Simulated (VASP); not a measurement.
# SnO (Pmn2_1) in VASP: notebook

Aim: see how the results for SnO move with the level of theory and the settings. Levels: LDA, PBE+D4, PBEsol. Tasks: single point, relaxation of cell and atoms.

Program: VASP 6.6.1. These are calculated values, not measurements. Logs are shortened: lines on timing, memory, paths and dates and some standing lists are left out, and cuts for length are marked.

## Step 1: The cell of the first run

Symmetry: Pmn2_1, No. 31, orthorhombic system. Conventional cell: a = 3.377 Å, b = 5.712 Å, c = 4.250 Å, α = 90.00°, β = 90.00°, γ = 90.00°. Within 2.9 Å of Sn (site symmetry m) lie 3 O at 2.17 Å. O (site symmetry m) has 3 Sn at 2.17 Å and 4 O at 2.98 Å within 3.0 Å.

## Step 2: Single point, LDA

INCAR reads:

```
PREC     = Accurate       # precision mode
ENCUT    = 520            # plane-wave cutoff, eV
EDIFF    = 1E-6           # SCF threshold, eV
ISMEAR   = -1             # smearing method
SIGMA    = 0.05           # smearing width, eV
LREAL    = False          # projectors in reciprocal space
LASPH    = True           # aspherical terms in the spheres
NELM     = 100            # most SCF steps
ALGO     = Normal         # electronic algorithm
ISIF     = 2              # what is computed and relaxed
LWAVE    = False          # write WAVECAR
LCHARG   = False          # write CHGCAR
NBANDS   = 28             # bands
```

KPOINTS reads:

```
regular mesh
0
Gamma
  8 5 6
```

POSCAR reads:

```
SnO
1.0
    3.3772242237      0.0000000000      0.0000000000
    0.0000000000      5.7116819428      0.0000000000
    0.0000000000      0.0000000000      4.2499308811
Sn O
2 2
Direct
    0.5000000000      0.7680910000      0.0131440000
    0.0000000000      0.2319090000      0.5131440000
    0.5000000000      0.1087500000      0.2368570000
    0.0000000000      0.8912500000      0.7368570000
```

Potentials or basis: VASP PAW LDA potentials, release 64 (Sn_d, O).

Started as:

```
$ cat potpaw_LDA.64/Sn_d/POTCAR potpaw_LDA.64/O/POTCAR > POTCAR
$ mpirun -np 1 vasp_std > vasp.out
```

OUTCAR:

```text
PREC = Accurate
   ENCUT = 520
   EDIFF = 1E-6
   ISMEAR = -1
   LREAL = False
   LASPH = True
   NELM = 100
   ISIF = 2

 ion  position               nearest neighbor table
   1  0.500  0.768  0.013-   3 2.17   4 2.17   4 2.17
   2  0.000  0.232  0.513-   4 2.17   3 2.17   3 2.17
   3  0.500  0.109  0.237-   1 2.17   2 2.17   2 2.17
   4  0.000  0.891  0.737-   2 2.17   1 2.17   1 2.17

  LATTYP: Found a simple orthorhombic cell.
 ALAT       =     3.3772242237
 B/A-ratio  =     1.2584094510
 C/A-ratio  =     1.6912356315

  Lattice vectors:

 A1 = (  -3.3772242237,   0.0000000000,   0.0000000000)
 A2 = (   0.0000000000,   0.0000000000,   4.2499308811)
 A3 = (   0.0000000000,   5.7116819428,   0.0000000000)

Analysis of symmetry for initial positions (statically):
=====================================================================
 Subroutine PRICEL returns:
 Original cell was already a primitive cell.

 Routine SETGRP: Setting up the symmetry group for a
 simple orthorhombic supercell.

 Subroutine GETGRP returns: Found  4 space group operations
 (whereof  2 operations were pure point group operations)
 out of a pool of  8 trial point group operations.

The static configuration has the point symmetry C_1h.
 The point group associated with its full space group is C_2v.

Analysis of symmetry for dynamics (positions and initial velocities):
=====================================================================
 Subroutine PRICEL returns:
 Original cell was already a primitive cell.

 Routine SETGRP: Setting up the symmetry group for a
 simple orthorhombic supercell.

 Subroutine GETGRP returns: Found  4 space group operations
 (whereof  2 operations were pure point group operations)
 out of a pool of  8 trial point group operations.

The dynamic configuration has the point symmetry C_1h.
 The point group associated with its full space group is C_2v.

 Subroutine INISYM returns: Found  4 space group operations
 (whereof  2 operations are pure point group operations),
 and found     1 'primitive' translations

----------------------------------------------------------------------------------------

                                     Primitive cell

  volume of cell :      81.9796

  direct lattice vectors                    reciprocal lattice vectors
[... 76 lines left out ...]
   dimension x,y,z NGX =    28 NGY =   42 NGZ =   32
   dimension x,y,z NGXF=    56 NGYF=   84 NGZF=   64
   ions per type =               2   2
   NGX,Y,Z   is equivalent  to a cutoff of  13.78, 12.22, 12.52 a.u.
   NGXF,Y,Z  is equivalent  to a cutoff of  27.57, 24.45, 25.04 a.u.
 SYSTEM =  unknown system
   PREC   = accura    normal or accurate (medium, high low for compatibility)
   ISTART =      0    job   : 0-new  1-cont  2-samecut
   ICHARG =      2    charge: 1-file 2-atom 10-const
   ISPIN  =      1    spin polarized calculation?
   LNONCOLLINEAR =      F non collinear calculations
   LSORBIT =      F    spin-orbit coupling
   LASPH  =      T    aspherical Exc in radial PAW
   ENCUT  =  520.0 eV  38.22 Ry    6.18 a.u.   6.28 10.62  7.90*2*pi/ulx,y,z
   NELM   =    100;   NELMIN=  2; NELMDL= -5     # of ELM steps
   EDIFF  = 0.1E-05   stopping-criterion for ELM
   LREAL  =      F    real-space projection
[... 7 lines left out ...]
   TEBEG  =    0.0;   TEEND  =   0.0 temperature during run
   PSTRESS=    0.0 pullay stress
   NELECT =      40.0000    total number of electrons
   NUPDOWN=      -1.0000    fix difference up-down
   EMIN   =  10.00;   EMAX   =-10.00  energy-range for DOS
   EFERMI =   0.00;   METHOD = LEGACY
   ISMEAR =    -1;   SIGMA  =   0.05  broadening in eV -4-tet -1-fermi 0-gaus
   EFERMI_NEDOS =   21; number of points for ismear=-14 and -15
   IALGO  =     38    algorithm
   IMIX   =      4    mixing-type and parameters
     AMIX     =   0.40;   BMIX     =  1.00
     AMIX_MAG =   1.60;   BMIX_MAG =  1.00
  volume/ion in A,a.u.               =      20.49       138.31
  Fermi-wavevector in a.u.,A,eV,Ry     =   1.288822  2.435520 22.600119  1.661062
  Thomas-Fermi vector in A             =   2.420752
   LORBIT       =      0    0 simple, 1 ext, 2 COOP (PROOUT), +10 PAW based schemes
   GGA     = CA    functional components
   LHFCALC =     F    Hartree Fock is set to
   AEXX    =    0.0000 exact exchange contribution
   IVDW    =     0    specifies the selected vdW correction
   LEPSILON=     F    determine dielectric tensor
   LRPA    =     F    only Hartree local field effects (RPA)
 non-spin polarized calculation
  energy-cutoff  :      520.00
  volume of cell :       81.98
 maximum number of plane-waves:      2232
 NGX is ok and might be reduce to    28
   NGX = 13   NGY = 21   NGZ = 15

 number of electron      39.9999998 magnetization

 Free energy of the ion-electron system (eV)
  ---------------------------------------------------
  ext. energy  EPLUGINS =         0.00000000
  ---------------------------------------------------
  free energy    TOTEN  =       -25.12492743 eV

  energy without entropy =      -25.12492741  energy(sigma->0) =      -25.12492742

 E-fermi :   5.0212     XC(G=0):  -9.8720

 val. band max:        4.2957239375   @ k =   0.0000   0.0000   0.0000
 cond. band min:       5.7655768887   @ k =   0.3750   0.4000   0.0000
 fundamental gap:      1.4698529513
 Fermi energy:         5.0211790109

 k-point     1 :       0.0000    0.0000    0.0000
  band No.  band energies     occupation
      1     -16.7146      2.00000
      2     -16.4390      2.00000
      3     -16.3603      2.00000
      4     -16.3380      2.00000
      5     -16.3127      2.00000
      6     -16.2797      2.00000
[... 733 lines left out ...]
     27      13.1196      0.00000
     28      14.1438      0.00000

 [... further k-points ...]
[... 5 lines left out ...]
  --------------------------------------------------------------------------------------
  -------------------------------------------------------------------------------------
  Total       -3.8487309     -3.1687292     -2.8819825      0.0000000      0.0000000      0.0000000
  in kB      -75.2180984    -61.9284094    -56.3243441      0.0000000      0.0000000      0.0000000
  external PRESSURE =     -64.4902840 kB  Pullay stress =       0.0000000 kB

 VOLUME and BASIS-vectors are now :
 -----------------------------------------------------------------------------
  energy-cutoff  :      520.00
  volume of cell :       81.98
      direct lattice vectors                 reciprocal lattice vectors
     3.377224224  0.000000000  0.000000000     0.296101157  0.000000000  0.000000000
     0.000000000  5.711681943  0.000000000     0.000000000  0.175079777  0.000000000
     0.000000000  0.000000000  4.249930881     0.000000000  0.000000000  0.235297944

 POSITION                                       TOTAL-FORCE (eV/Angst)
 -----------------------------------------------------------------------------------
      1.68861      4.38709      0.05586         0.000000      0.860115     -0.268794
      0.00000      1.32459      2.18083         0.000000     -0.860115     -0.268794
      1.68861      0.62115      1.00663         0.000000     -0.191370      0.268794
      0.00000      5.09054      3.13159         0.000000      0.191370      0.268794
 -----------------------------------------------------------------------------------
    total drift:                                0.000000      0.000000      0.001655

  FREE ENERGIE OF THE ION-ELECTRON SYSTEM (eV)
  ---------------------------------------------------
  free  energy   TOTEN  =       -25.1249274332 eV

  energy  without entropy=      -25.1249274139  energy(sigma->0) =      -25.12492742
```

stdout:

```text
POSCAR found type information on POSCAR SnO
 POSCAR found :  2 types and       4 ions
 scaLAPACK will be used
 LDA part: xc-table for (Slater(with rela. corr.)+CA(PZ))
 , standard interpolation
 POSCAR, INCAR and KPOINTS ok, starting setup
 FFT: planning ... GRIDC
 FFT: planning ... GRID_SOFT
 FFT: planning ... GRID
 WAVECAR not read
 entering main loop
```

Wall time 55 s (1 thread of AMD EPYC 9R45 (Zen 5), shared host); peak memory 0.2 GiB.

Results:

```yaml
Free_energy: -25.1249 eV
Pressure: -6.4 GPa
Largest_force: 0.901 eV/Å
Band_gap_on_the_k_mesh: 1.47 eV (least direct gap 2.07 eV)
```

Forces in eV/Å, atoms in the order of the input:
```
Sn   0.000  0.860 -0.269
Sn   0.000 -0.860 -0.269
O    0.000 -0.191  0.269
O    0.000  0.191  0.269
```

Stress tensor (GPa, compression positive):
```
-7.52  0.00  0.00
 0.00 -6.19  0.00
 0.00  0.00 -5.63
```

Caveat: the cell stands under tension; spin-orbit coupling is left out, which moves the levels of the heavy elements. A k mesh can miss the band edges.

(Continued in part 2 of 4.)
